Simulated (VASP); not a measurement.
# InP (F-43m) in VASP: further runs

The runs below take InP through single point, with PBE, LDA, PBE+D3(BJ).

Program: VASP 6.6.1. These are calculated values, not measurements. Logs are shortened: lines on timing, memory, paths and dates and some standing lists are left out, and cuts for length are marked.

## Step 1: The cell of the first run

The structure is cubic, space group F-43m (No. 216). Conventional cell: a = 5.904 Å, b = 5.904 Å, c = 5.904 Å, α = 90.00°, β = 90.00°, γ = 90.00°. Within 3.4 Å of In (site symmetry -43m) lie 4 P at 2.56 Å. Within 3.4 Å of P (site symmetry -43m) lie 4 In at 2.56 Å.

## Step 2: Single point, PBE

INCAR reads:

```
SYSTEM = InP
PREC = Accurate ; ENCUT = 500
EDIFF = 1E-6 ; ISMEAR = 0
SIGMA = 0.1 ; LREAL = .FALSE.
LASPH = .TRUE. ; NELM = 120
ALGO = Normal ; ISIF = 2
LWAVE = .FALSE. ; LCHARG = .FALSE.
GGA = PE ; NELECT = 20.0
NBANDS = 16 ; GGA_COMPAT = .FALSE.
```

KPOINTS reads:

```
regular mesh
0
G
  4 4 4
  0 0 0
```

POSCAR reads:

```
InP
1.0
    0.0000000000      2.9519763857      2.9519763857
    2.9519763857      0.0000000000      2.9519763857
    2.9519763857      2.9519763857      0.0000000000
In P
1 1
Direct
    0.0000000000      0.0000000000      0.0000000000
    0.2500000000      0.2500000000      0.2500000000
```

Potentials or basis: VASP PAW PBE potentials, release 64 (In_d, P).

Run with:

```sh
cat potpaw_PBE.64/In_d/POTCAR potpaw_PBE.64/P/POTCAR > POTCAR
mpirun -np 1 vasp_std > vasp.out
```

OUTCAR:

```text
SYSTEM = InP
   PREC = Accurate
   ENCUT = 500
   EDIFF = 1E-6
   ISMEAR = 0
   LREAL = .FALSE.
   LASPH = .TRUE.
   NELM = 120
   ISIF = 2
   GGA = PE
   NELECT = 20.0

 ion  position               nearest neighbor table
   1  0.000  0.000  0.000-   2 2.56   2 2.56   2 2.56   2 2.56
   2  0.250  0.250  0.250-   1 2.56   1 2.56   1 2.56   1 2.56

  LATTYP: Found a face centered cubic cell.
 ALAT       =     5.9039527714

  Lattice vectors:

 A1 = (   0.0000000000,   2.9519763857,   2.9519763857)
 A2 = (   2.9519763857,   0.0000000000,   2.9519763857)
 A3 = (   2.9519763857,   2.9519763857,   0.0000000000)

Analysis of symmetry for initial positions (statically):
=====================================================================
 Subroutine PRICEL returns:
 Original cell was already a primitive cell.

 Routine SETGRP: Setting up the symmetry group for a
 face centered cubic supercell.

 Subroutine GETGRP returns: Found 24 space group operations
 (whereof 24 operations were pure point group operations)
 out of a pool of 48 trial point group operations.

The static configuration has the point symmetry T_d .

Analysis of symmetry for dynamics (positions and initial velocities):
=====================================================================
 Subroutine PRICEL returns:
 Original cell was already a primitive cell.

 Routine SETGRP: Setting up the symmetry group for a
 face centered cubic supercell.

 Subroutine GETGRP returns: Found 24 space group operations
 (whereof 24 operations were pure point group operations)
 out of a pool of 48 trial point group operations.

The dynamic configuration has the point symmetry T_d .

 Subroutine INISYM returns: Found 24 space group operations
 (whereof 24 operations are pure point group operations),
 and found     1 'primitive' translations

----------------------------------------------------------------------------------------

                                     Primitive cell

  volume of cell :      51.4480

  direct lattice vectors                    reciprocal lattice vectors
[... 62 lines left out ...]
   ISTART =      0    job   : 0-new  1-cont  2-samecut
   ICHARG =      2    charge: 1-file 2-atom 10-const
   ISPIN  =      1    spin polarized calculation?
   LNONCOLLINEAR =      F non collinear calculations
   LSORBIT =      F    spin-orbit coupling
   LASPH  =      T    aspherical Exc in radial PAW
   ENCUT  =  500.0 eV  36.75 Ry    6.06 a.u.   7.61  7.61  7.61*2*pi/ulx,y,z
   NELM   =    120;   NELMIN=  2; NELMDL= -5     # of ELM steps
   EDIFF  = 0.1E-05   stopping-criterion for ELM
   LREAL  =      F    real-space projection
   EDIFFG = 0.1E-04   stopping-criterion for IOM
   NSW    =      0    number of steps for IOM
   IBRION =     -1    ionic relax: 0-MD 1-quasi-New 2-CG
   NFREE  =      0    steps in history (QN), initial steepest desc. (CG)
   ISIF   =      2    stress and relaxation
   ISYM   =      2    0-nonsym 1-usesym 2-fastsym
   POTIM  = 0.5000    time-step for ionic-motion
   TEBEG  =    0.0;   TEEND  =   0.0 temperature during run
   PSTRESS=    0.0 pullay stress
   NELECT =      20.0000    total number of electrons
   NUPDOWN=      -1.0000    fix difference up-down
   EMIN   =  10.00;   EMAX   =-10.00  energy-range for DOS
   EFERMI =   0.00;   METHOD = LEGACY
   ISMEAR =     0;   SIGMA  =   0.10  broadening in eV -4-tet -1-fermi 0-gaus
   EFERMI_NEDOS =   21; number of points for ismear=-14 and -15
   IALGO  =     38    algorithm
   IMIX   =      4    mixing-type and parameters
     AMIX     =   0.40;   BMIX     =  1.00
     AMIX_MAG =   1.60;   BMIX_MAG =  1.00
  volume/ion in A,a.u.               =      25.72       173.59
  Fermi-wavevector in a.u.,A,eV,Ry     =   1.194800  2.257845 19.422963  1.427548
  Thomas-Fermi vector in A             =   2.330781
   LORBIT       =      0    0 simple, 1 ext, 2 COOP (PROOUT), +10 PAW based schemes
   GGA     = PE    functional components
   LHFCALC =     F    Hartree Fock is set to
   AEXX    =    0.0000 exact exchange contribution
   IVDW    =     0    specifies the selected vdW correction
   LEPSILON=     F    determine dielectric tensor
   LRPA    =     F    only Hartree local field effects (RPA)
 non-spin polarized calculation
 Gauss-broadening in eV      SIGMA  =   0.10
  energy-cutoff  :      500.00
  volume of cell :       51.45
 maximum number of plane-waves:      1323
   NGX = 15   NGY = 15   NGZ = 15

 number of electron      19.9999997 magnetization

 Free energy of the ion-electron system (eV)
  ---------------------------------------------------
  ext. energy  EPLUGINS =         0.00000000
  ---------------------------------------------------
  free energy    TOTEN  =         5.62148493 eV

  energy without entropy =        5.62922917  energy(sigma->0) =        5.62535705

 E-fermi :   7.4110     XC(G=0): -10.1530

 val. band max:        7.3941981759   @ k =   0.2500   0.2500   0.0000
 cond. band min:       8.3666650515   @ k =  -0.2500   0.5000   0.2500
 fundamental gap:      0.9724668756
 Fermi energy:         7.4110137057

 k-point     1 :       0.0000    0.0000    0.0000
  band No.  band energies     occupation
      1      -9.2366      2.00000
      2      -9.2366      2.00000
      3      -9.2366      2.00000
      4      -9.0879      2.00000
      5      -9.0879      2.00000
      6      -6.8442      2.00000
[... 129 lines left out ...]
      3      -9.1412      2.00000
      4      -9.1098      2.00000
      5      -9.0733      2.00000
      6      -4.3284      2.00000
[... 8 lines left out ...]
     15      15.6788      0.00000
     16      15.9501      0.00000

------------------------ aborting loop because EDIFF is reached ----------------------------------------

  FORCE on cell =-STRESS in cart. coord.  units (eV):
  Direction    XX          YY          ZZ          XY          YZ          ZX
  --------------------------------------------------------------------------------------
  -------------------------------------------------------------------------------------
  Total       23.5493320     23.5493320     23.5493320     -0.0000000      0.0000000     -0.0000000
  in kB      733.3656125    733.3656125    733.3656125     -0.0000000      0.0000000     -0.0000000
  external PRESSURE =     733.3656125 kB  Pullay stress =       0.0000000 kB

 VOLUME and BASIS-vectors are now :
 -----------------------------------------------------------------------------
  energy-cutoff  :      500.00
  volume of cell :       51.45
      direct lattice vectors                 reciprocal lattice vectors
     0.000000000  2.951976386  2.951976386    -0.169378049  0.169378049  0.169378049
     2.951976386  0.000000000  2.951976386     0.169378049 -0.169378049  0.169378049
     2.951976386  2.951976386  0.000000000     0.169378049  0.169378049 -0.169378049

 POSITION                                       TOTAL-FORCE (eV/Angst)
 -----------------------------------------------------------------------------------
      0.00000      0.00000      0.00000         0.000000     -0.000000      0.000000
      1.47599      1.47599      1.47599        -0.000000      0.000000     -0.000000
 -----------------------------------------------------------------------------------
    total drift:                                0.000000      0.000000     -0.000000

  FREE ENERGIE OF THE ION-ELECTRON SYSTEM (eV)
  ---------------------------------------------------
  free  energy   TOTEN  =         5.6214849254 eV

  energy  without entropy=        5.6292291727  energy(sigma->0) =        5.62535705
```

Wall time 9.4 s (1 thread of Intel Xeon 6975P-C, shared host); peak memory 0.16 GiB.

What came out:

| Quantity | Value |
| --- | --- |
| Free energy | 5.6215 eV |

Levels at points of the mesh, in eV from the Fermi level:
```tsv
k point	band 8	band 9	band 10	band 11	band 12	band 13
(0.00, 0.00, 0.00)	-2.76	-2.76	-2.43	1.01	1.01	1.01
(0.50, 0.00, 0.00)	-3.76	-3.76	-1.67	1.63	1.63	3.45
(0.50, 0.50, 0.00)	-5.18	-5.18	-1.70	-1.00	5.85	6.50
```

Caveat: the k points lie up to 0.46 Å⁻¹ apart; the cell carries a net charge on a neutralising background, which shifts energy and pressure; the cell is charged against a uniform background, so pressure and absolute levels hang on convention; spin-orbit coupling is left out, which moves the levels of the heavy elements.

## Step 3: Single point, LDA

INCAR reads:

```
PREC = Accurate
ENCUT = 500
EDIFF = 1E-6
ISMEAR = 0
SIGMA = 0.1
LREAL = False
LASPH = True
NELM = 120
ALGO = Normal
ISIF = 2
LWAVE = False
LCHARG = False
GGA = CA
NBANDS = 16
GGA_COMPAT = False
```

KPOINTS reads:

```
regular mesh
0
Gamma
  4 4 4
```

POSCAR is that of step 2.

Potentials or basis: VASP PAW LDA potentials, release 64 (In_d, P).

Run with:

```sh
cat potpaw_LDA.64/In_d/POTCAR potpaw_LDA.64/P/POTCAR > POTCAR
mpirun -np 1 vasp_std > vasp.out
```

OUTCAR:

```text
PREC = Accurate
   ENCUT = 500
   EDIFF = 1E-6
   ISMEAR = 0
   LREAL = False
   LASPH = True
   NELM = 120
   ISIF = 2
   GGA = CA

 ion  position               nearest neighbor table
   1  0.000  0.000  0.000-   2 2.56   2 2.56   2 2.56   2 2.56
   2  0.250  0.250  0.250-   1 2.56   1 2.56   1 2.56   1 2.56

  LATTYP: Found a face centered cubic cell.
 ALAT       =     5.9039527714

  Lattice vectors:

 A1 = (   0.0000000000,   2.9519763857,   2.9519763857)
 A2 = (   2.9519763857,   0.0000000000,   2.9519763857)
 A3 = (   2.9519763857,   2.9519763857,   0.0000000000)

Analysis of symmetry for initial positions (statically):
=====================================================================
 Subroutine PRICEL returns:
 Original cell was already a primitive cell.

 Routine SETGRP: Setting up the symmetry group for a
 face centered cubic supercell.

 Subroutine GETGRP returns: Found 24 space group operations
 (whereof 24 operations were pure point group operations)
 out of a pool of 48 trial point group operations.

The static configuration has the point symmetry T_d .

Analysis of symmetry for dynamics (positions and initial velocities):
=====================================================================
 Subroutine PRICEL returns:
 Original cell was already a primitive cell.

 Routine SETGRP: Setting up the symmetry group for a
 face centered cubic supercell.

 Subroutine GETGRP returns: Found 24 space group operations
 (whereof 24 operations were pure point group operations)
 out of a pool of 48 trial point group operations.

The dynamic configuration has the point symmetry T_d .

 Subroutine INISYM returns: Found 24 space group operations
 (whereof 24 operations are pure point group operations),
 and found     1 'primitive' translations

----------------------------------------------------------------------------------------

                                     Primitive cell
[... 91 lines left out ...]
   IALGO  =     38    algorithm
   IMIX   =      4    mixing-type and parameters
     AMIX     =   0.40;   BMIX     =  1.00
     AMIX_MAG =   1.60;   BMIX_MAG =  1.00
  volume/ion in A,a.u.               =      25.72       173.59
  Fermi-wavevector in a.u.,A,eV,Ry     =   1.153567  2.179925 18.105499  1.330717
  Thomas-Fermi vector in A             =   2.290210
   LORBIT       =      0    0 simple, 1 ext, 2 COOP (PROOUT), +10 PAW based schemes
   GGA     = CA    functional components
   LHFCALC =     F    Hartree Fock is set to
   AEXX    =    0.0000 exact exchange contribution
   IVDW    =     0    specifies the selected vdW correction
   LEPSILON=     F    determine dielectric tensor
   LRPA    =     F    only Hartree local field effects (RPA)
 non-spin polarized calculation
 Gauss-broadening in eV      SIGMA  =   0.10
  energy-cutoff  :      500.00
  volume of cell :       51.45
 maximum number of plane-waves:      1323
   NGX = 15   NGY = 15   NGZ = 15

 number of electron      17.9999997 magnetization

 Free energy of the ion-electron system (eV)
  ---------------------------------------------------
  ext. energy  EPLUGINS =         0.00000000
  ---------------------------------------------------
  free energy    TOTEN  =        -9.53752786 eV

  energy without entropy =       -9.53743020  energy(sigma->0) =       -9.53747903

 E-fermi :   5.0159     XC(G=0):  -9.5055

 val. band max:        4.8175374696   @ k =   0.0000   0.0000   0.0000
 cond. band min:       5.1877716301   @ k =   0.0000   0.0000   0.0000
 fundamental gap:      0.3702341605
 Fermi energy:         5.0159077370

 k-point     1 :       0.0000    0.0000    0.0000
  band No.  band energies     occupation
      1      -9.3781      2.00000
      2      -9.3781      2.00000
      3      -9.3781      2.00000
      4      -9.2362      2.00000
      5      -9.2362      2.00000
      6      -6.5872      2.00000
[... 129 lines left out ...]
      3      -9.2880      2.00000
      4      -9.2558      2.00000
      5      -9.2220      2.00000
      6      -4.1739      2.00000
[... 8 lines left out ...]
     15      15.9741      0.00000
     16      16.5462      0.00000

------------------------ aborting loop because EDIFF is reached ----------------------------------------

  FORCE on cell =-STRESS in cart. coord.  units (eV):
  Direction    XX          YY          ZZ          XY          YZ          ZX
  --------------------------------------------------------------------------------------
  -------------------------------------------------------------------------------------
  Total       -0.7718680     -0.7718680     -0.7718680     -0.0000000      0.0000000     -0.0000000
  in kB      -24.0372629    -24.0372629    -24.0372629     -0.0000000      0.0000000     -0.0000000
  external PRESSURE =     -24.0372629 kB  Pullay stress =       0.0000000 kB

 VOLUME and BASIS-vectors are now :
 -----------------------------------------------------------------------------
  energy-cutoff  :      500.00
  volume of cell :       51.45
      direct lattice vectors                 reciprocal lattice vectors
     0.000000000  2.951976386  2.951976386    -0.169378049  0.169378049  0.169378049
     2.951976386  0.000000000  2.951976386     0.169378049 -0.169378049  0.169378049
     2.951976386  2.951976386  0.000000000     0.169378049  0.169378049 -0.169378049

 POSITION                                       TOTAL-FORCE (eV/Angst)
 -----------------------------------------------------------------------------------
      0.00000      0.00000      0.00000        -0.000000     -0.000000     -0.000000
      1.47599      1.47599      1.47599         0.000000      0.000000      0.000000
 -----------------------------------------------------------------------------------
    total drift:                                0.000000      0.000000     -0.000000

  FREE ENERGIE OF THE ION-ELECTRON SYSTEM (eV)
  ---------------------------------------------------
  free  energy   TOTEN  =        -9.5375278560 eV

  energy  without entropy=       -9.5374302006  energy(sigma->0) =       -9.53747903
```

OSZICAR:

```text
N       E                     dE             d eps       ncg     rms          rms(c)
DAV:   1     0.110076934403E+03    0.11008E+03   -0.78959E+03   256   0.122E+03
DAV:   2    -0.274963642609E+01   -0.11283E+03   -0.10827E+03   288   0.290E+02
DAV:   3    -0.981399533082E+01   -0.70644E+01   -0.70391E+01   344   0.730E+01
DAV:   4    -0.998967071333E+01   -0.17568E+00   -0.17564E+00   304   0.128E+01
DAV:   5    -0.999957777853E+01   -0.99071E-02   -0.99069E-02   424   0.267E+00    0.563E+00
DAV:   6    -0.958780833024E+01    0.41177E+00   -0.60778E-01   408   0.126E+01    0.335E+00
DAV:   7    -0.954313794351E+01    0.44670E-01   -0.13287E-01   376   0.290E+00    0.116E+00
DAV:   8    -0.953763643485E+01    0.55015E-02   -0.13018E-02   328   0.128E+00    0.327E-01
DAV:   9    -0.953749018163E+01    0.14625E-03   -0.10073E-03   360   0.324E-01    0.164E-01
DAV:  10    -0.953752350332E+01   -0.33322E-04   -0.14353E-04   392   0.164E-01    0.935E-02
DAV:  11    -0.953753043978E+01   -0.69365E-05   -0.30086E-05   360   0.866E-02    0.547E-02
DAV:  12    -0.953752784108E+01    0.25987E-05   -0.48978E-06   304   0.164E-02    0.879E-03
DAV:  13    -0.953752785603E+01   -0.14950E-07   -0.48890E-07   152   0.402E-03
   1 F= -.95375279E+01 E0= -.95374790E+01  d E =-.976555E-04
```

stdout:

```text
POSCAR found type information on POSCAR InP
 POSCAR found :  2 types and       2 ions
 scaLAPACK will be used
 LDA part: xc-table for (Slater(with rela. corr.)+CA(PZ))
 , standard interpolation
 POSCAR, INCAR and KPOINTS ok, starting setup
 FFT: planning ... GRIDC
 FFT: planning ... GRID_SOFT
 FFT: planning ... GRID
 WAVECAR not read
 entering main loop
```

It took 7 s on 1 thread of Intel Xeon 6975P-C, shared host; peak memory 0.14 GiB.

Results:

| Quantity | Value |
| --- | --- |
| Free energy | -9.5375 eV |
| Pressure | -2.4 GPa |
| Band gap on the k mesh | 0.37 eV, direct |

Caveat: the k points lie up to 0.46 Å⁻¹ apart; spin-orbit coupling is left out, which moves the levels of the heavy elements.

## Step 4: Single point, PBE+D3(BJ)

INCAR reads:

```
SYSTEM = InP
PREC = Accurate ; ENCUT = 500
EDIFF = 1E-6 ; ISMEAR = 0
SIGMA = 0.1 ; LREAL = .FALSE.
LASPH = .TRUE. ; NELM = 120
ALGO = Normal ; ISIF = 2
LWAVE = .FALSE. ; LCHARG = .FALSE.
GGA = PE ; IVDW = 12
NBANDS = 16 ; GGA_COMPAT = .FALSE.
```

KPOINTS reads:

```
regular mesh
0
G
  4 4 4
  0 0 0
```

POSCAR is that of step 3.

Potentials or basis: VASP PAW PBE potentials, release 64 (In_d, P).

Run with:

```sh
cat potpaw_PBE.64/In_d/POTCAR potpaw_PBE.64/P/POTCAR > POTCAR
mpirun -np 1 vasp_std > vasp.out
```

Wall time 8.4 s (1 thread of Intel Xeon 6975P-C, shared host); peak memory 0.17 GiB.

Results (log left out):

```yaml
Free_energy: -8.9032 eV
Pressure: -0.2 GPa
Band_gap_on_the_k_mesh: 0.58 eV, direct
Dispersion_energy_per_atom: -0.306 eV
```

Levels at points of the mesh, in eV from the valence-band top:
| k point | band 6 | band 7 | band 8 | band 9 | band 10 | band 11 | band 12 | band 13 |
| --- | --- | --- | --- | --- | --- | --- | --- | --- |
| (0.00, 0.00, 0.00) | -11.37 | 0.00 | 0.00 | 0.00 | 0.58 | 4.06 | 4.06 | 4.06 |
| (0.50, 0.00, 0.00) | -9.72 | -5.64 | -0.95 | -0.95 | 1.43 | 4.78 | 4.78 | 7.04 |
| (0.50, 0.50, 0.00) | -9.08 | -5.68 | -2.26 | -2.26 | 1.77 | 2.25 | 9.08 | 9.43 |

Caveat: the k points lie up to 0.46 Å⁻¹ apart; spin-orbit coupling is left out, which moves the levels of the heavy elements.

## Step 5: Single point, PBE

INCAR reads:

```
SYSTEM = InP
PREC = Accurate ; ENCUT = 500
EDIFF = 1E-6 ; ISMEAR = 1
SIGMA = 0.1 ; LREAL = .FALSE.
LASPH = .TRUE. ; NELM = 120
ALGO = Normal ; ISIF = 2
LWAVE = .FALSE. ; LCHARG = .FALSE.
GGA = PE ; NBANDS = 16
GGA_COMPAT = .FALSE.
```

KPOINTS is that of step 4.

POSCAR is that of step 4.

Run with:

```sh
cat potpaw_PBE.64/In_d/POTCAR potpaw_PBE.64/P/POTCAR > POTCAR
mpirun -np 1 vasp_std > vasp.out
```

Wall time 9.1 s (1 thread of Intel Xeon 6975P-C, shared host); peak memory 0.16 GiB.

Results (log left out):

| Quantity | Value |
| --- | --- |
| Free energy | -8.2907 eV |
| Pressure | 1.9 GPa |
| Band gap on the k mesh | 0.58 eV, direct |

Levels at points of the mesh, in eV from the valence-band top:
```
           k point  band 6  band 7  band 8  band 9  band 10  band 11  band 12  band 13
(0.00, 0.00, 0.00)  -11.37    0.00    0.00    0.00     0.58     4.06     4.06     4.06
(0.50, 0.00, 0.00)   -9.72   -5.64   -0.95   -0.95     1.43     4.78     4.78     7.04
(0.50, 0.50, 0.00)   -9.08   -5.68   -2.26   -2.26     1.77     2.25     9.08     9.43
```

Caveat: the k points lie up to 0.46 Å⁻¹ apart; spin-orbit coupling is left out, which moves the levels of the heavy elements.

## Step 6: Overview

| level | potentials or basis | smearing | gap on the mesh (eV) | pressure (GPa) |
| --- | --- | --- | --- | --- |
| LDA | VASP PAW LDA potentials, release 64 (In_d, P) | gaussian 0.1 eV | 0.37 | -2.4 |
| PBE+D3(BJ) | VASP PAW PBE potentials, release 64 (In_d, P) | gaussian 0.1 eV | 0.58 | -0.2 |
| PBE | VASP PAW PBE potentials, release 64 (In_d, P) | methfessel-paxton 0.1 eV | 0.58 | 1.9 |

Alike in all rows: task single point; no spin polarisation; cell as given; k mesh 4 × 4 × 4; cutoff (eV) 500.

Caveats: all runs use coarse meshes; spin-orbit coupling is left out, which moves the levels of the heavy elements.

Total energies depend on the potentials used, so only differences within one code and one set of settings carry meaning.
